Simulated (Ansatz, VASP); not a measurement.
# ZrN: VASP beside Ansatz

The input INCAR:

```
PREC = Accurate ; ENCUT = 600
EDIFF = 1E-6 ; ISMEAR = 0
SIGMA = 0.15 ; LREAL = False
LASPH = True ; NELM = 120
ALGO = Normal ; ISIF = 2
LWAVE = False ; LCHARG = False
GGA = PE ; NBANDS = 16
GGA_COMPAT = False
```

The input KPOINTS:

```
Automatic mesh
0
Gamma
  20 20 20
```

Contents of POSCAR:

```
ZrN
1.0
    0.0000000000      2.2842300000      2.2842300000
    2.2842300000      0.0000000000      2.2842300000
    2.2842300000      2.2842300000      0.0000000000
Zr N
1 1
Direct
    0.0000000000      0.0000000000      0.0000000000
    0.5000000000      0.5000000000      0.5000000000
```

Input for Ansatz:

```yaml
crystal:
  lattice:
    - [0.0, 2.28423, 2.28423]
    - [2.28423, 0.0, 2.28423]
    - [2.28423, 2.28423, 0.0]
  atoms:
    - { symbol: Zr, position: [0.0, 0.0, 0.0] }
    - { symbol: "N", position: [0.5, 0.5, 0.5] }
basis:
  ecutwfc: 420
kpoints:
  mp_grid: { grid: [20, 20, 20] }
hamiltonian:
  xc: pbe
scf:
  occupations: { method: gaussian, width: 0.15 }
output:
  forces: true
  stress: true
  eigenvalues: true
```

Alike in both runs: task single point; functional PBE; k mesh 20 × 20 × 20; occupations gaussian, width 0.15 eV; no spin polarisation.

```csv
,VASP,Ansatz
version,VASP 6.6.1,Ansatz 0.2.0
potentials or method,"VASP PAW PBE potentials, release 64 (Zr_sv, N), cutoff 600 eV","scalar-relativistic, plane waves, PAW"
valence electrons in the cell,17,17
```

Ansatz gave:

- gap on the k mesh at the Fermi level (eV): none
- pressure (GPa): 4.5

Which values does VASP return?

gap on the k mesh at the Fermi level (eV): none; pressure (GPa): 4.6.

A gap of «none» marks a metal or a gap that the smearing closes. The functional is the same, so the differences come from potentials, cutoffs and numerics.
